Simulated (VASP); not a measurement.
# AlN (R3m) in VASP: notebook

AlN is run at these levels: r2SCAN; tasks: single point.

Everything below comes from runs of VASP 6.6.1. Logs are shortened: lines on timing, memory, paths and dates and some standing lists are left out, and cuts for length are marked.

## 1. The cell of the first run

Symmetry: R3m, No. 160, trigonal system. The conventional cell has a = 3.089 Å, b = 3.089 Å, c = 7.566 Å, α = 90.00°, β = 90.00°, γ = 120.00°. Within 2.5 Å of Al (site symmetry 3m) lie 4 N at 1.85 to 2.04 Å. Within 2.5 Å of N (site symmetry 3m) lie 4 Al at 1.85 to 2.04 Å.

## 2. Single point, r2SCAN

The input, POSCAR:

```
AlN
1.0
    0.0000000000      2.1839935596      2.1839935596
    2.1839935596      0.0000000000      2.1839935596
    2.1839935596      2.1839935596      0.0000000000
Al N
1 1
Direct
    0.0198266474      0.0198266474      0.0198266474
    0.7500000000      0.7500000000      0.7500000000
```

The input, INCAR.step1:

```
SYSTEM = AlN
PREC = Accurate ; ENCUT = 520
ISMEAR = 0 ; SIGMA = 0.05
LREAL = .False. ; LASPH = .True.
NELM = 80 ; NBANDS = 11
GGA = PE ; ALGO = Normal
EDIFF = 1E-4 ; LWAVE = .True.
LCHARG = .False.
```

The input, INCAR.step2:

```
SYSTEM = AlN
PREC = Accurate ; ENCUT = 520
EDIFF = 1E-6 ; ISMEAR = 0
SIGMA = 0.05 ; LREAL = .False.
LASPH = .True. ; NELM = 80
ALGO = Normal ; ISIF = 2
LWAVE = .False. ; LCHARG = .False.
METAGGA = R2SCAN ; LMIXTAU = .True.
NBANDS = 11 ; ISTART = 1
```

The input, KPOINTS:

```
regular mesh
0
Gamma
  10 10 10
  0 0 0
```

Potentials or basis: VASP PAW PBE potentials, release 64 (Al, N).

Run with:

```console
$ cat potpaw_PBE.64/Al/POTCAR potpaw_PBE.64/N/POTCAR > POTCAR
$ cp INCAR.step1 INCAR
$ mpirun -np 1 vasp_std > vasp.out
$ cp INCAR.step2 INCAR
$ mpirun -np 1 vasp_std > vasp.out
```

OUTCAR:

```text
SYSTEM = AlN
   PREC = Accurate
   ENCUT = 520
   EDIFF = 1E-6
   ISMEAR = 0
   LREAL = .False.
   LASPH = .True.
   NELM = 80
   ISIF = 2
   METAGGA = R2SCAN
   ISTART = 1

 ion  position               nearest neighbor table
   1  0.020  0.020  0.020-   2 1.85   2 1.85   2 1.85   2 2.04
   2  0.750  0.750  0.750-   1 1.85   1 1.85   1 1.85   1 2.04

  LATTYP: Found a face centered cubic cell.
 ALAT       =     4.3679871192

  Lattice vectors:

 A1 = (   0.0000000000,   2.1839935596,   2.1839935596)
 A2 = (   2.1839935596,   0.0000000000,   2.1839935596)
 A3 = (   2.1839935596,   2.1839935596,   0.0000000000)

Analysis of symmetry for initial positions (statically):
=====================================================================
 Subroutine PRICEL returns:
 Original cell was already a primitive cell.

 Routine SETGRP: Setting up the symmetry group for a
 face centered cubic supercell.

 Subroutine GETGRP returns: Found  6 space group operations
 (whereof  6 operations were pure point group operations)
 out of a pool of 48 trial point group operations.

The static configuration has the point symmetry C_3v.

Analysis of symmetry for dynamics (positions and initial velocities):
=====================================================================
 Subroutine PRICEL returns:
 Original cell was already a primitive cell.

 Routine SETGRP: Setting up the symmetry group for a
 face centered cubic supercell.

 Subroutine GETGRP returns: Found  6 space group operations
 (whereof  6 operations were pure point group operations)
 out of a pool of 48 trial point group operations.

The dynamic configuration has the point symmetry C_3v.

 Subroutine INISYM returns: Found  6 space group operations
 (whereof  6 operations are pure point group operations),
 and found     1 'primitive' translations

----------------------------------------------------------------------------------------

                                     Primitive cell

  volume of cell :      20.8345

  direct lattice vectors                    reciprocal lattice vectors
     0.000000000  2.183993560  2.183993560    -0.228938404  0.228938404  0.228938404
     2.183993560  0.000000000  2.183993560     0.228938404 -0.228938404  0.228938404
     2.183993560  2.183993560  0.000000000     0.228938404  0.228938404 -0.228938404

  length of vectors
     3.088633312  3.088633312  3.088633312     0.396532948  0.396532948  0.396532948

  position of ions in fractional coordinates (direct lattice)
     0.019826647  0.019826647  0.019826647
[... 87 lines left out ...]
   TEBEG  =    0.0;   TEEND  =   0.0 temperature during run
   PSTRESS=    0.0 pullay stress
   NELECT =       8.0000    total number of electrons
   NUPDOWN=      -1.0000    fix difference up-down
   EMIN   =  10.00;   EMAX   =-10.00  energy-range for DOS
   EFERMI =   0.00;   METHOD = LEGACY
   ISMEAR =     0;   SIGMA  =   0.05  broadening in eV -4-tet -1-fermi 0-gaus
   EFERMI_NEDOS =   21; number of points for ismear=-14 and -15
   IALGO  =     38    algorithm
   IMIX   =      4    mixing-type and parameters
     AMIX     =   0.40;   BMIX     =  1.00
     AMIX_MAG =   1.60;   BMIX_MAG =  1.00
  volume/ion in A,a.u.               =      10.42        70.30
  Fermi-wavevector in a.u.,A,eV,Ry     =   1.189899  2.248583 19.263943  1.415860
  Thomas-Fermi vector in A             =   2.325996
   LORBIT       =      0    0 simple, 1 ext, 2 COOP (PROOUT), +10 PAW based schemes
   METAGGA = R2SCAN    functional components
   LHFCALC =     F    Hartree Fock is set to
   AEXX    =    0.0000 exact exchange contribution
   IVDW    =     0    specifies the selected vdW correction
   LEPSILON=     F    determine dielectric tensor
   LRPA    =     F    only Hartree local field effects (RPA)
 non-spin polarized calculation
 Gauss-broadening in eV      SIGMA  =   0.05
  energy-cutoff  :      520.00
  volume of cell :       20.83
 maximum number of plane-waves:       571
   NGX = 11   NGY = 11   NGZ = 11

 number of electron       8.0000000 magnetization

 Free energy of the ion-electron system (eV)
  ---------------------------------------------------
  ext. energy  EPLUGINS =         0.00000000
  ---------------------------------------------------
  free energy    TOTEN  =       -19.04550953 eV

  energy without entropy =      -19.04550953  energy(sigma->0) =      -19.04550953

 E-fermi :   6.3970     XC(G=0): -11.4158

 val. band max:        6.1500269680   @ k =   0.0000   0.0000   0.0000
 cond. band min:       9.6253290771   @ k =   0.5000   0.5000   0.0000
 fundamental gap:      3.4753021091
 Fermi energy:         6.3969793126

 k-point     1 :       0.0000    0.0000    0.0000
  band No.  band energies     occupation
      1     -10.0553      2.00000
      2       5.4527      2.00000
      3       5.4527      2.00000
      4       6.1500      2.00000
      5      10.5307      0.00000
      6      19.2092      0.00000
      7      19.2297      0.00000
      8      19.2297      0.00000
      9      24.1661      0.00000
     10      24.1661      0.00000
     11      25.3142      0.00000
[... 309 lines left out ...]
 k-point    24 :       0.5000    0.4000    0.5000
  band No.  band energies     occupation
      1      -8.0278      2.00000
      2       0.2190      2.00000
      3       4.5381      2.00000
      4       4.8321      2.00000
      5      14.4038      0.00000
      6      15.4408      0.00000
      7      17.9966      0.00000
      8      18.4713      0.00000
      9      24.9921      0.00000
     10      26.1341      0.00000
     11      27.2746      0.00000

 [... further k-points ...]

------------------------ aborting loop because EDIFF is reached ----------------------------------------

  FORCE on cell =-STRESS in cart. coord.  units (eV):
  Direction    XX          YY          ZZ          XY          YZ          ZX
  --------------------------------------------------------------------------------------
  -------------------------------------------------------------------------------------
  Total        0.2803072      0.2803072      0.2803072     -0.5251275     -0.5251275     -0.5251275
  in kB       21.5556338     21.5556338     21.5556338    -40.3823252    -40.3823252    -40.3823252
  external PRESSURE =      21.5556338 kB  Pullay stress =       0.0000000 kB

 VOLUME and BASIS-vectors are now :
 -----------------------------------------------------------------------------
  energy-cutoff  :      520.00
  volume of cell :       20.83
      direct lattice vectors                 reciprocal lattice vectors
     0.000000000  2.183993560  2.183993560    -0.228938404  0.228938404  0.228938404
     2.183993560  0.000000000  2.183993560     0.228938404 -0.228938404  0.228938404
     2.183993560  2.183993560  0.000000000     0.228938404  0.228938404 -0.228938404

 POSITION                                       TOTAL-FORCE (eV/Angst)
 -----------------------------------------------------------------------------------
      0.08660      0.08660      0.08660        -0.909781     -0.909781     -0.909781
      3.27599      3.27599      3.27599         0.909781      0.909781      0.909781
 -----------------------------------------------------------------------------------
    total drift:                               -0.000285     -0.000285     -0.000285

  FREE ENERGIE OF THE ION-ELECTRON SYSTEM (eV)
  ---------------------------------------------------
  free  energy   TOTEN  =       -19.0455095282 eV

  energy  without entropy=      -19.0455095282  energy(sigma->0) =      -19.04550953
```

OSZICAR.step1:

```text
N       E                     dE             d eps       ncg     rms          rms(c)
DAV:   1     0.111862069297E+02    0.11186E+02   -0.38445E+03  2608   0.603E+02
DAV:   2    -0.162396832203E+02   -0.27426E+02   -0.26266E+02  3049   0.138E+02
DAV:   3    -0.171470656074E+02   -0.90738E+00   -0.90638E+00  3109   0.239E+01
DAV:   4    -0.171519541597E+02   -0.48886E-02   -0.48882E-02  2906   0.191E+00
DAV:   5    -0.171520129708E+02   -0.58811E-04   -0.58810E-04  3068   0.202E-01    0.874E+00
DAV:   6    -0.147236397573E+02    0.24284E+01   -0.12151E+01  2966   0.175E+01    0.286E+00
DAV:   7    -0.147183805873E+02    0.52592E-02   -0.17662E-01  2849   0.329E+00    0.208E+00
DAV:   8    -0.147123532572E+02    0.60273E-02   -0.29938E-02  2864   0.161E+00    0.575E-01
DAV:   9    -0.147108886498E+02    0.14646E-02   -0.44416E-03  3059   0.399E-01    0.226E-01
DAV:  10    -0.147109369985E+02   -0.48349E-04   -0.39642E-04  2723   0.134E-01
   1 F= -.14710937E+02 E0= -.14710937E+02  d E =-.145299E-22
```

Wall time 93 s (1 thread of Intel Xeon 8259CL, shared host); peak memory 0.15 GiB.

Results:

| Property | Result |
| --- | --- |
| Free energy | -19.0455 eV |
| Pressure | 2.2 GPa |
| Largest force | 1.576 eV/Å |
| Band gap on the k mesh | 3.48 eV (least direct gap 4.38 eV) |

Forces in eV/Å, atoms in the order of the input:
```
Al  -0.910 -0.910 -0.910
N    0.910  0.910  0.910
```

Caveat: the cell differs from its parent crystal (all Al atoms moved -0.150 Å, as atom 1 towards its neighbour atom 2 (N) at 1.891 Å); the PAW data sets were made with another functional, which shifts forces and pressure a little. A k mesh can miss the band edges.

## 3. Single point, r2SCAN

POSCAR, as its differences from that of step 2:

```diff
@@ -8,3 +8,3 @@
 Direct
-    0.0198266474      0.0198266474      0.0198266474
+   -0.0099133237     -0.0099133237     -0.0099133237
     0.7500000000      0.7500000000      0.7500000000
```

The input, INCAR.step1:

```
PREC = Accurate
ENCUT = 520
ISMEAR = 0
SIGMA = 0.05
LREAL = F
LASPH = T
NELM = 100
NBANDS = 11
GGA = PE
ALGO = Normal
EDIFF = 1E-4
LWAVE = T
LCHARG = F
```

The input, INCAR.step2:

```
PREC = Accurate
ENCUT = 520
EDIFF = 1E-6
ISMEAR = 0
SIGMA = 0.05
LREAL = F
LASPH = T
NELM = 100
ALGO = Normal
ISIF = 2
LWAVE = F
LCHARG = T
METAGGA = R2SCAN
LMIXTAU = T
LELF = T
LVHAR = T
NBANDS = 11
ISTART = 1
```

The input, KPOINTS:

```
Automatic mesh
0
Gamma
  10 10 10
```

Potentials or basis: VASP PAW PBE potentials, release 64 (Al, N).

Run with:

```console
$ cat potpaw_PBE.64/Al/POTCAR potpaw_PBE.64/N/POTCAR > POTCAR
$ cp INCAR.step1 INCAR
$ mpirun -np 1 vasp_std > vasp.out
$ cp INCAR.step2 INCAR
$ mpirun -np 1 vasp_std > vasp.out
```

OUTCAR:

```text
PREC = Accurate
   ENCUT = 520
   EDIFF = 1E-6
   ISMEAR = 0
   LREAL = F
   LASPH = T
   NELM = 100
   ISIF = 2
   METAGGA = R2SCAN
   ISTART = 1

 ion  position               nearest neighbor table
   1  0.990  0.990  0.990-   2 1.82   2 1.92   2 1.92   2 1.92
   2  0.750  0.750  0.750-   1 1.82   1 1.92   1 1.92   1 1.92

  LATTYP: Found a face centered cubic cell.
 ALAT       =     4.3679871192

  Lattice vectors:

 A1 = (   0.0000000000,   2.1839935596,   2.1839935596)
 A2 = (   2.1839935596,   0.0000000000,   2.1839935596)
 A3 = (   2.1839935596,   2.1839935596,   0.0000000000)

Analysis of symmetry for initial positions (statically):
=====================================================================
 Subroutine PRICEL returns:
 Original cell was already a primitive cell.

 Routine SETGRP: Setting up the symmetry group for a
 face centered cubic supercell.

 Subroutine GETGRP returns: Found  6 space group operations
 (whereof  6 operations were pure point group operations)
 out of a pool of 48 trial point group operations.

The static configuration has the point symmetry C_3v.

[... 169 lines left out ...]
      1     -10.0513      2.00000
      2       5.4534      2.00000
      3       5.8065      2.00000
      4       5.8065      2.00000
      5      10.5726      0.00000
      6      19.1949      0.00000
      7      19.1949      0.00000
      8      19.2582      0.00000
      9      24.2056      0.00000
     10      24.2056      0.00000
     11      25.8048      0.00000
[... 309 lines left out ...]
 k-point    24 :       0.5000    0.4000    0.5000
  band No.  band energies     occupation
      1      -7.9808      2.00000
      2      -0.0872      2.00000
      3       4.8486      2.00000
      4       5.1616      2.00000
      5      14.1607      0.00000
      6      15.4176      0.00000
      7      18.1441      0.00000
      8      18.4570      0.00000
      9      24.6536      0.00000
     10      26.6296      0.00000
     11      27.2034      0.00000

 [... further k-points ...]

------------------------ aborting loop because EDIFF is reached ----------------------------------------

  FORCE on cell =-STRESS in cart. coord.  units (eV):
  Direction    XX          YY          ZZ          XY          YZ          ZX
  --------------------------------------------------------------------------------------
  -------------------------------------------------------------------------------------
  Total        0.0907990      0.0907990      0.0907990      0.4646302      0.4646302      0.4646302
  in kB        6.9824436      6.9824436      6.9824436     35.7300776     35.7300776     35.7300776
  external PRESSURE =       6.9824436 kB  Pullay stress =       0.0000000 kB

 VOLUME and BASIS-vectors are now :
 -----------------------------------------------------------------------------
  energy-cutoff  :      520.00
  volume of cell :       20.83
      direct lattice vectors                 reciprocal lattice vectors
     0.000000000  2.183993560  2.183993560    -0.228938404  0.228938404  0.228938404
     2.183993560  0.000000000  2.183993560     0.228938404 -0.228938404  0.228938404
     2.183993560  2.183993560  0.000000000     0.228938404  0.228938404 -0.228938404

 POSITION                                       TOTAL-FORCE (eV/Angst)
 -----------------------------------------------------------------------------------
      4.32469      4.32469      4.32469         0.783332      0.783332      0.783332
      3.27599      3.27599      3.27599        -0.783332     -0.783332     -0.783332
 -----------------------------------------------------------------------------------
    total drift:                               -0.002620     -0.002620     -0.002620

  FREE ENERGIE OF THE ION-ELECTRON SYSTEM (eV)
  ---------------------------------------------------
  free  energy   TOTEN  =       -19.1319725691 eV

  energy  without entropy=      -19.1319725691  energy(sigma->0) =      -19.13197257
```

OUTCAR.step1:

```text
PREC = Accurate
   ENCUT = 520
   ISMEAR = 0
   LREAL = F
   LASPH = T
[... 556 lines left out ...]
 -----------------------------------------------------------------------------------
      4.32469      4.32469      4.32469         0.760228      0.760228      0.760228
      3.27599      3.27599      3.27599        -0.760228     -0.760228     -0.760228
 -----------------------------------------------------------------------------------
    total drift:                                0.002964      0.002964      0.002964

  FREE ENERGIE OF THE ION-ELECTRON SYSTEM (eV)
  ---------------------------------------------------
  free  energy   TOTEN  =       -14.7937942667 eV

  energy  without entropy=      -14.7937942667  energy(sigma->0) =      -14.79379427
```

It took 98 s on 1 thread of Intel Xeon 8259CL, shared host; peak memory 0.16 GiB.

Results:

```yaml
Free_energy: -19.1320 eV
Pressure: 0.7 GPa
Largest_force: 1.357 eV/Å
Band_gap_on_the_k_mesh: 3.82 eV (least direct gap 4.77 eV)
```

Forces in eV/Å, atoms in the order of the input:
```
Al   0.783  0.783  0.783
N   -0.783 -0.783 -0.783
```

Stress tensor (GPa, compression positive):
```
0.70 3.57 3.57
3.57 0.70 3.57
3.57 3.57 0.70
```

Levels at points of the mesh, in eV from the valence-band top:
```tsv
k point	band 2	band 3	band 4	band 5	band 6	band 7
(0.00, 0.00, 0.00)	-0.35	0.00	0.00	4.77	13.39	13.39
(0.50, 0.00, 0.00)	-5.98	-0.77	-0.50	8.10	10.72	11.72
(0.50, 0.50, 0.50)	-6.11	-0.49	-0.49	8.01	10.61	11.88
(0.50, 0.50, 0.00)	-5.07	-2.00	-1.84	3.82	9.34	15.05
```

Caveat: the cell differs from its parent crystal (all Al atoms moved +0.075 Å, as atom 1 towards its neighbour atom 2 (N) at 1.891 Å); the PAW data sets were made with another functional, which shifts forces and pressure a little. A k mesh can miss the band edges.

(Continued in part 2 of 2.)
